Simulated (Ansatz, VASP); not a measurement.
Two plane-wave programs on ZnS

INCAR

```
SYSTEM = ZnS
PREC = Accurate
ENCUT = 520
EDIFF = 1E-8
ISMEAR = -1
SIGMA = 0.03
LREAL = .False.
LASPH = .True.
NELM = 60
ALGO = Normal
ISIF = 2
LWAVE = .False.
LCHARG = .False.
GGA = PS
LEFG = .True.
NBANDS = 26
```

KPOINTS

```
Automatic mesh
0
Gamma
  8 8 5
  0 0 0
```

POSCAR

```
ZnS
1.0
    3.8611492535      0.0000000000      0.0000000000
   -1.9305746268      3.3438533413      0.0000000000
    0.0000000000      0.0000000000      6.3160357234
Zn S
2 2
Direct
    0.3333333333      0.6666666667      0.0000000000
    0.6666666667      0.3333333333      0.5000000000
    0.3333333333      0.6666666667      0.3850000000
    0.6666666667      0.3333333333      0.8850000000
```

Input for Ansatz:

```yaml
crystal:
  lattice:
    - [3.8611492535, 0.0, 0.0]
    - [-1.9305746268, 3.3438533413, 0.0]
    - [0.0, 0.0, 6.3160357234]
  atoms:
    - { symbol: Zn, position: [0.3333333333, 0.6666666667, 0.0] }
    - { symbol: Zn, position: [0.6666666667, 0.3333333333, 0.5] }
    - { symbol: S, position: [0.3333333333, 0.6666666667, 0.385] }
    - { symbol: S, position: [0.6666666667, 0.3333333333, 0.885] }
kpoints:
  mp_grid: { grid: [8, 8, 5] }
scf:
  occupations: { method: fermi_dirac, width: 0.03 }
hamiltonian:
  xc: pbesol
  pseudopotentials: { kind: paw }
output:
  forces: true
  stress: true
  eigenvalues: true
  efg: { contact_densities: true }
```

Change from the starting cell: volume scaled by 1.04, PAW files.

Alike in both runs: task electric field gradients; functional PBEsol; k mesh 8 × 8 × 5; occupations fermi-dirac, width 0.03 eV; no spin polarisation.

|  | VASP | Ansatz |
| --- | --- | --- |
| version | VASP 6.6.1 | Ansatz 0.2.0 |
| potentials or method | VASP PAW PBE potentials, release 64 (Zn, S) | PAW with Ansatz's default frozen-core files, scalar-relativistic |
| plane-wave cutoff (eV) | 520 | 420 |
| valence electrons in the cell | 36 | 36 |

```csv
,VASP,Ansatz,Ansatz less VASP
gap on the k mesh at the Fermi level (eV),1.93,1.93,-0.004
pressure (GPa),-3.7,-3.9,-0.17
"traceless stress, the component that is largest in VASP (GPa)",-0.87,-0.86,+0.008
rms of the force components (eV/Å),0.152,0.151,-0.0012
size of Vzz on the site where it differs most (V/Å²),18.3,17.3,-1.01
```

VASP's potentials were made for PBE, not for PBEsol. Atom by atom the forces differ by 0.001 eV/Å (rms over components).
